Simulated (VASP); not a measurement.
Set up this calculation in VASP 6.6.1, as the native input.

| Property | Result |
| --- | --- |
| Task | single point |
| Functional | PBE |
| Potentials or basis | VASP PAW PBE potentials, release 64 (In_d, P) |
| Cutoff | 520 eV |
| k mesh | 10 × 10 × 10 |
| Occupations | gaussian, width 0.05 eV |
| Spin | no spin polarisation |
| Dipole correction | no |
| Further INCAR settings | ALGO = Normal; EDIFF = 1e-06; NBANDS = 16 |

The structure of InP lies in POSCAR:

```
InP
1.0
    0.0000000000      2.7325118252      2.7325118252
    2.7325118252      0.0000000000      2.7325118252
    2.7325118252      2.7325118252      0.0000000000
In P
1 1
Direct
    0.0000000000      0.0000000000      0.0000000000
    0.5000000000      0.5000000000      0.5000000000
```

This cell differs from its parent crystal: volume scaled by 0.960.

These files were run (other wordings do the same):

INCAR

```
SYSTEM = InP
  ALGO = Normal
  EDIFF = 1E-6
  ENCUT = 520
  GGA = PE
  ISIF = 2
  ISMEAR = 0
  LASPH = .TRUE.
  LCHARG = .FALSE.
  LREAL = .FALSE.
  LWAVE = .FALSE.
  NBANDS = 16
  NELM = 80
  PREC = Accurate
  SIGMA = 0.05
```

KPOINTS

```
k-points
0
G
  10 10 10
  0 0 0
```

Potentials or basis: VASP PAW PBE potentials, release 64 (In_d, P).

Run with:

```bash
$ cat potpaw_PBE.64/In_d/POTCAR potpaw_PBE.64/P/POTCAR > POTCAR
$ mpirun -np 1 vasp_std > vasp.out
```

It gave:

```
Pressure               : 3.3 GPa
Band gap on the k mesh : zero (band 9 reaches 7.81 eV, above the bottom of band 10 at 5.08 eV)
```

Caveat: spin-orbit coupling is left out, which moves the levels of the heavy elements.

Run time: 27 s on 1 thread of Intel(R) Xeon(R) Platinum 8488C (Sapphire Rapids), on a shared host, peak memory 0.18 GiB.
